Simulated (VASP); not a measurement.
# TaVN2 (P4/mmm) in VASP: notebook

The runs below take TaVN2 through single point, with PBEsol.

Everything below comes from runs of VASP 6.6.1. Logs are shortened: lines on timing, memory, paths and dates and some standing lists are left out, and cuts for length are marked.

## 1. The cell of the first run

The structure is tetragonal, space group P4/mmm (No. 123). The conventional cell has a = 3.050 Å, b = 3.050 Å, c = 4.296 Å, α = 90.00°, β = 90.00°, γ = 90.00°. Within 2.8 Å of Ta (site symmetry 4/mmm) lie 6 N at 2.15 to 2.16 Å. V (site symmetry 4/mmm) has 6 N at 2.15 to 2.16 Å within 2.8 Å. N (site symmetry 4/mmm) has 2 V at 2.15 Å and 4 Ta at 2.16 Å within 2.8 Å. Within 2.8 Å of N (site symmetry 4/mmm) lie 2 Ta at 2.15 Å and 4 V at 2.16 Å.

## 2. Single point, PBEsol, collinear spin, zero start

INCAR reads:

```
PREC     = Accurate       # precision mode
ENCUT    = 520            # plane-wave cutoff, eV
EDIFF    = 1E-7           # SCF threshold, eV
ISMEAR   = -1             # smearing method
SIGMA    = 0.05           # smearing width, eV
LREAL    = False          # projectors in reciprocal space
LASPH    = True           # aspherical terms in the spheres
NELM     = 150            # most SCF steps
ALGO     = Normal         # electronic algorithm
ISIF     = 2              # what is computed and relaxed
LWAVE    = False          # write WAVECAR
LCHARG   = False          # write CHGCAR
ISPIN    = 2              # spin polarisation
MAGMOM   = 0 0 0 0        # initial moments
LORBIT   = 11             # projections on sites
NUPDOWN  = 0.0            # fixed moment
LMAXMIX  = 4              # l up to which the mixer works
GGA      = PS             # functional
NBANDS   = 29             # bands
```

KPOINTS reads:

```
regular mesh
0
Gamma
  7 7 5
```

POSCAR reads:

```
TaVN2
1.0
    3.0498670000      0.0000000000      0.0000000000
    0.0000000000      3.0498670000      0.0000000000
    0.0000000000      0.0000000000      4.2960620000
Ta V N
1 1 2
Direct
    0.0000000000      0.0000000000      0.0000000000
    0.5000000000      0.5000000000      0.5000000000
    0.5000000000      0.5000000000      0.0000000000
    0.0000000000      0.0000000000      0.5000000000
```

Potentials or basis: VASP PAW PBE potentials, release 64 (Ta_pv, V_sv, N).

Command:

```bash
> cat potpaw_PBE.64/Ta_pv/POTCAR potpaw_PBE.64/V_sv/POTCAR potpaw_PBE.64/N/POTCAR > POTCAR
> mpirun -np 1 vasp_std > vasp.out
```

OUTCAR:

```text
PREC = Accurate
   ENCUT = 520
   EDIFF = 1E-7
   ISMEAR = -1
   LREAL = False
   LASPH = True
   NELM = 150
   ISIF = 2
   ISPIN = 2
   LORBIT = 11
   NUPDOWN = 0.0
   GGA = PS

 ion  position               nearest neighbor table
   1  0.000  0.000  0.000-   4 2.15   4 2.15   3 2.16   3 2.16   3 2.16   3 2.16   2 3.04   2 3.04
                             2 3.04   2 3.04   2 3.04   2 3.04   2 3.04   2 3.04
   2  0.500  0.500  0.500-   3 2.15   3 2.15   4 2.16   4 2.16   4 2.16   4 2.16   1 3.04   1 3.04
                             1 3.04   1 3.04   1 3.04   1 3.04   1 3.04   1 3.04
   3  0.500  0.500  0.000-   2 2.15   2 2.15   1 2.16   1 2.16   1 2.16   1 2.16
   4  0.000  0.000  0.500-   1 2.15   1 2.15   2 2.16   2 2.16   2 2.16   2 2.16

  LATTYP: Found a simple tetragonal cell.
 ALAT       =     3.0498670000
 C/A-ratio  =     1.4086063425

  Lattice vectors:

 A1 = (   3.0498670000,   0.0000000000,   0.0000000000)
 A2 = (   0.0000000000,   3.0498670000,   0.0000000000)
 A3 = (   0.0000000000,   0.0000000000,   4.2960620000)

Analysis of symmetry for initial positions (statically):
=====================================================================
 Subroutine PRICEL returns:
 Original cell was already a primitive cell.

 Routine SETGRP: Setting up the symmetry group for a
 simple tetragonal supercell.

 Subroutine GETGRP returns: Found 16 space group operations
 (whereof 16 operations were pure point group operations)
 out of a pool of 16 trial point group operations.

The static configuration has the point symmetry D_4h.

Analysis of symmetry for dynamics (positions and initial velocities):
=====================================================================
 Subroutine PRICEL returns:
 Original cell was already a primitive cell.

 Routine SETGRP: Setting up the symmetry group for a
 simple tetragonal supercell.

 Subroutine GETGRP returns: Found 16 space group operations
 (whereof 16 operations were pure point group operations)
 out of a pool of 16 trial point group operations.

The dynamic configuration has the point symmetry D_4h.

Analysis of structural, dynamic, and magnetic symmetry:
=====================================================================
 Subroutine PRICEL returns:
 Original cell was already a primitive cell.

 Routine SETGRP: Setting up the symmetry group for a
 simple tetragonal supercell.

 Subroutine GETGRP returns: Found 16 space group operations
 (whereof 16 operations were pure point group operations)
 out of a pool of 16 trial point group operations.

The overall configuration has the point symmetry D_4h.

 Subroutine INISYM returns: Found 16 space group operations
 (whereof 16 operations are pure point group operations),
 and found     1 'primitive' translations

----------------------------------------------------------------------------------------

                                     Primitive cell

  volume of cell :      39.9606

  direct lattice vectors                    reciprocal lattice vectors
     3.049867000  0.000000000  0.000000000     0.327883150  0.000000000  0.000000000
     0.000000000  3.049867000  0.000000000     0.000000000  0.327883150  0.000000000
     0.000000000  0.000000000  4.296062000     0.000000000  0.000000000  0.232771315

  length of vectors
     3.049867000  3.049867000  4.296062000     0.327883150  0.327883150  0.232771315

  position of ions in fractional coordinates (direct lattice)
     0.000000000  0.000000000  0.000000000
     0.500000000  0.500000000  0.500000000
     0.500000000  0.500000000  0.000000000
     0.000000000  0.000000000  0.500000000

  ion indices of the primitive-cell ions
   primitive index   ion index
                 1           1
                 2           2
                 3           3
                 4           4

----------------------------------------------------------------------------------------

 KPOINTS: regular mesh

Automatic generation of k-mesh.
 Grid dimensions read from file:
 generate k-points for:    7    7    5

 Generating k-lattice:

  Cartesian coordinates                     Fractional coordinates (reciprocal lattice)
     0.046840450  0.000000000  0.000000000     0.142857143  0.000000000  0.000000000
     0.000000000  0.046840450  0.000000000     0.000000000  0.142857143  0.000000000
     0.000000000  0.000000000  0.046554263     0.000000000  0.000000000  0.200000000

  Length of vectors
     0.046840450  0.046840450  0.046554263

  Shift w.r.t. Gamma in fractional coordinates (k-lattice)
     0.000000000  0.000000000  0.000000000

 Subroutine IBZKPT returns following result:
 ===========================================

 Found     30 irreducible k-points:

 Following reciprocal coordinates:
            Coordinates               Weight
  0.000000  0.000000  0.000000      1.000000
  0.142857  0.000000  0.000000      4.000000
  0.285714  0.000000  0.000000      4.000000
  0.428571  0.000000  0.000000      4.000000
  0.142857  0.142857  0.000000      4.000000
  0.285714  0.142857  0.000000      8.000000
[... 16 lines left out ...]
  0.285714  0.000000  0.400000      8.000000
  0.428571  0.000000  0.400000      8.000000
 [... further k-points ...]
   k-points           NKPTS =     30   k-points in BZ     NKDIM =     30   number of bands    NBANDS=     29
   number of dos      NEDOS =    301   number of ions     NIONS =      4
   total plane-waves  NPLWV =  18432
   dimension x,y,z NGX =    24 NGY =   24 NGZ =   32
   dimension x,y,z NGXF=    48 NGYF=   48 NGZF=   64
   ions per type =               1   1   2
   NGX,Y,Z   is equivalent  to a cutoff of  13.08, 13.08, 12.38 a.u.
   NGXF,Y,Z  is equivalent  to a cutoff of  26.16, 26.16, 24.77 a.u.
 SYSTEM =  unknown system
   PREC   = accura    normal or accurate (medium, high low for compatibility)
   ISTART =      0    job   : 0-new  1-cont  2-samecut
   ICHARG =      2    charge: 1-file 2-atom 10-const
   ISPIN  =      2    spin polarized calculation?
   LNONCOLLINEAR =      F non collinear calculations
   LSORBIT =      F    spin-orbit coupling
   LASPH  =      T    aspherical Exc in radial PAW
   ENCUT  =  520.0 eV  38.22 Ry    6.18 a.u.   5.67  5.67  7.99*2*pi/ulx,y,z
   NELM   =    150;   NELMIN=  2; NELMDL= -5     # of ELM steps
   EDIFF  = 0.1E-06   stopping-criterion for ELM
   LREAL  =      F    real-space projection
   EDIFFG = 0.1E-05   stopping-criterion for IOM
   NSW    =      0    number of steps for IOM
   IBRION =     -1    ionic relax: 0-MD 1-quasi-New 2-CG
   NFREE  =      0    steps in history (QN), initial steepest desc. (CG)
   ISIF   =      2    stress and relaxation
   ISYM   =      2    0-nonsym 1-usesym 2-fastsym
   POTIM  = 0.5000    time-step for ionic-motion
   TEBEG  =    0.0;   TEEND  =   0.0 temperature during run
   PSTRESS=    0.0 pullay stress
   NELECT =      34.0000    total number of electrons
   NUPDOWN=       0.0000    fix difference up-down
   EMIN   =  10.00;   EMAX   =-10.00  energy-range for DOS
   EFERMI =   0.00;   METHOD = LEGACY
   ISMEAR =    -1;   SIGMA  =   0.05  broadening in eV -4-tet -1-fermi 0-gaus
   EFERMI_NEDOS =   21; number of points for ismear=-14 and -15
   IALGO  =     38    algorithm
   IMIX   =      4    mixing-type and parameters
     AMIX     =   0.40;   BMIX     =  1.00
     AMIX_MAG =   1.60;   BMIX_MAG =  1.00
  volume/ion in A,a.u.               =       9.99        67.42
  Fermi-wavevector in a.u.,A,eV,Ry     =   1.551281  2.931495 32.742032  2.406471
  Thomas-Fermi vector in A             =   2.655823
   LORBIT       =     11    0 simple, 1 ext, 2 COOP (PROOUT), +10 PAW based schemes
   GGA     = PS    functional components
   LHFCALC =     F    Hartree Fock is set to
   AEXX    =    0.0000 exact exchange contribution
   IVDW    =     0    specifies the selected vdW correction
   LEPSILON=     F    determine dielectric tensor
   LRPA    =     F    only Hartree local field effects (RPA)
 spin polarized calculation
  energy-cutoff  :      520.00
  volume of cell :       39.96
 maximum number of plane-waves:      1093
 NGX is ok and might be reduce to    24
   NGX = 11   NGY = 11   NGZ = 15

 number of electron      33.9999991 magnetization      -0.0000000

 number of electron      33.9999991 magnetization       0.0000000

 Free energy of the ion-electron system (eV)
  ---------------------------------------------------
  ext. energy  EPLUGINS =         0.00000000
  ---------------------------------------------------
  free energy    TOTEN  =       -43.77711559 eV

  energy without entropy =      -43.75932500  energy(sigma->0) =      -43.76822029

 E-fermi :   9.9437     XC(G=0): -13.4974

 val. band max:        9.9329486641   @ k =   0.0000   0.0000   0.4000
 cond. band min:       9.9643187365   @ k =   0.4286   0.0000   0.2000
 fundamental gap:      0.0313700724
 Fermi energy:         9.9436722977

 spin component 1

 k-point     1 :       0.0000    0.0000    0.0000
  band No.  band energies     occupation
      1     -54.9284      1.00000
      2     -28.9158      1.00000
      3     -28.8628      1.00000
      4     -28.8628      1.00000
      5     -25.9205      1.00000
      6     -25.7163      1.00000
[... 21 lines left out ...]
     28      20.3444      0.00000
     29      21.3963      0.00000

 k-point     2 :       0.1429    0.0000    0.0000
  band No.  band energies     occupation
      1     -54.9258      1.00000
      2     -28.9096      1.00000
      3     -28.8946      1.00000
      4     -28.8583      1.00000
      5     -25.9152      1.00000
      6     -25.8272      1.00000
[... 696 lines left out ...]
 k-point    24 :       0.4286    0.0000    0.4000
  band No.  band energies     occupation
      1     -54.9149      1.00000
      2     -29.0343      1.00000
      3     -28.9068      1.00000
      4     -28.8398      1.00000
      5     -26.2279      1.00000
      6     -25.8989      1.00000
[... 21 lines left out ...]
     28      21.7691      0.00000
     29      22.4268      0.00000

 [... further k-points ...]

 spin component 2

 k-point     1 :       0.0000    0.0000    0.0000
  band No.  band energies     occupation
      1     -54.9284      1.00000
      2     -28.9158      1.00000
      3     -28.8628      1.00000
      4     -28.8628      1.00000
      5     -25.9205      1.00000
      6     -25.7163      1.00000
[... 21 lines left out ...]
     28      20.3444      0.00000
     29      21.3963      0.00000

 k-point     2 :       0.1429    0.0000    0.0000
  band No.  band energies     occupation
      1     -54.9258      1.00000
      2     -28.9096      1.00000
      3     -28.8946      1.00000
      4     -28.8583      1.00000
      5     -25.9152      1.00000
      6     -25.8272      1.00000
[... 696 lines left out ...]
 k-point    24 :       0.4286    0.0000    0.4000
  band No.  band energies     occupation
      1     -54.9149      1.00000
      2     -29.0343      1.00000
      3     -28.9068      1.00000
      4     -28.8398      1.00000
      5     -26.2279      1.00000
      6     -25.8989      1.00000
[... 21 lines left out ...]
     28      21.7691      0.00000
     29      22.4259      0.00000

 [... further k-points ...]

------------------------ aborting loop because EDIFF is reached ----------------------------------------

  FORCE on cell =-STRESS in cart. coord.  units (eV):
  Direction    XX          YY          ZZ          XY          YZ          ZX
  --------------------------------------------------------------------------------------
  -------------------------------------------------------------------------------------
  Total       -2.8122511     -2.8122511     -3.3243094      0.0000000     -0.0000000     -0.0000000
  in kB     -112.7540978   -112.7540978   -133.2845076      0.0000000     -0.0000000     -0.0000000
  external PRESSURE =    -119.5975678 kB  Pullay stress =       0.0000000 kB

 VOLUME and BASIS-vectors are now :
 -----------------------------------------------------------------------------
  energy-cutoff  :      520.00
  volume of cell :       39.96
      direct lattice vectors                 reciprocal lattice vectors
     3.049867000  0.000000000  0.000000000     0.327883150  0.000000000  0.000000000
     0.000000000  3.049867000  0.000000000     0.000000000  0.327883150  0.000000000
     0.000000000  0.000000000  4.296062000     0.000000000  0.000000000  0.232771315

 POSITION                                       TOTAL-FORCE (eV/Angst)
 -----------------------------------------------------------------------------------
      0.00000      0.00000      0.00000         0.000000      0.000000      0.000000
      1.52493      1.52493      2.14803         0.000000      0.000000      0.000000
      1.52493      1.52493      0.00000         0.000000      0.000000      0.000000
      0.00000      0.00000      2.14803         0.000000      0.000000      0.000000
 -----------------------------------------------------------------------------------
    total drift:                                0.000000     -0.000000     -0.000000

  FREE ENERGIE OF THE ION-ELECTRON SYSTEM (eV)
  ---------------------------------------------------
  free  energy   TOTEN  =       -43.7771155901 eV

  energy  without entropy=      -43.7593249992  energy(sigma->0) =      -43.76822029

 total charge

# of ion       s       p       d       tot
------------------------------------------
    1        0.297   6.265   2.396   8.958
    2        2.204   6.211   3.137  11.552
    3        1.226   2.530   0.000   3.756
    4        1.227   2.482   0.000   3.709
--------------------------------------------------
tot          4.954  17.489   5.532  27.975

 magnetization (x)

# of ion       s       p       d       tot
------------------------------------------
    1        0.000   0.000  -0.000   0.000
    2        0.000  -0.000  -0.000  -0.000
    3        0.000   0.000   0.000   0.000
    4       -0.000  -0.000   0.000  -0.000
--------------------------------------------------
tot          0.000  -0.000  -0.000  -0.000
```

Run time: 52 s. Hardware: 1 thread of Intel Xeon Platinum 8488C (Sapphire Rapids), shared host; peak memory 0.2 GiB.

What came out:

```yaml
Free_energy: -43.7771 eV
Pressure: -12.0 GPa
Net_moment: 0.00 μB per cell
Valence_electrons_inside_the_program's_atomic_spheres: Ta 8.96; V 11.55; N 3.76, 3.71
```

Stress tensor (GPa, compression positive):
```
-11.28   0.00   0.00
  0.00 -11.28   0.00
  0.00   0.00 -13.33
```

Caveat: the PAW data sets were made with another functional, which shifts forces and pressure a little; spin-orbit coupling is left out, which moves the levels of the heavy elements; the total moment is fixed, so each spin has its own Fermi level.

## 3. Single point, PBEsol, collinear spin, ferromagnetic start

INCAR reads:

```
PREC = Accurate
ENCUT = 520
EDIFF = 1E-7
ISMEAR = -1
SIGMA = 0.05
LREAL = False
LASPH = True
NELM = 150
ALGO = Normal
ISIF = 2
LWAVE = False
LCHARG = False
ISPIN = 2
MAGMOM = 0 0.5 0 0
LORBIT = 11
NUPDOWN = 0.5
LMAXMIX = 4
GGA = PS
NBANDS = 29
```

KPOINTS reads:

```
Automatic mesh
0
Gamma
  7 7 5
```

POSCAR is that of step 2.

Potentials or basis: VASP PAW PBE potentials, release 64 (Ta_pv, V_sv, N).

Command:

```bash
> cat potpaw_PBE.64/Ta_pv/POTCAR potpaw_PBE.64/V_sv/POTCAR potpaw_PBE.64/N/POTCAR > POTCAR
> mpirun -np 1 vasp_std > vasp.out
```

Wall time 65 s (1 thread of Intel Xeon Platinum 8488C (Sapphire Rapids), shared host); peak memory 0.2 GiB.

It converged, with:

```
Free energy                                           : -43.7648 eV
Pressure                                              : -11.3 GPa
Net moment                                            : 0.50 μB per cell
Site moments                                          : Ta -0.04; V +0.51; N +0.00, -0.00 μB
Valence electrons inside the program's atomic spheres : Ta 8.96; V 11.55; N 3.76, 3.71
```

Stress tensor (GPa, compression positive):
```
-10.73   0.00   0.00
  0.00 -10.73   0.00
  0.00   0.00 -12.43
```

Caveat: the PAW data sets were made with another functional, which shifts forces and pressure a little; spin-orbit coupling is left out, which moves the levels of the heavy elements; the total moment is fixed, so each spin has its own Fermi level.

[end of part 1 of 2]
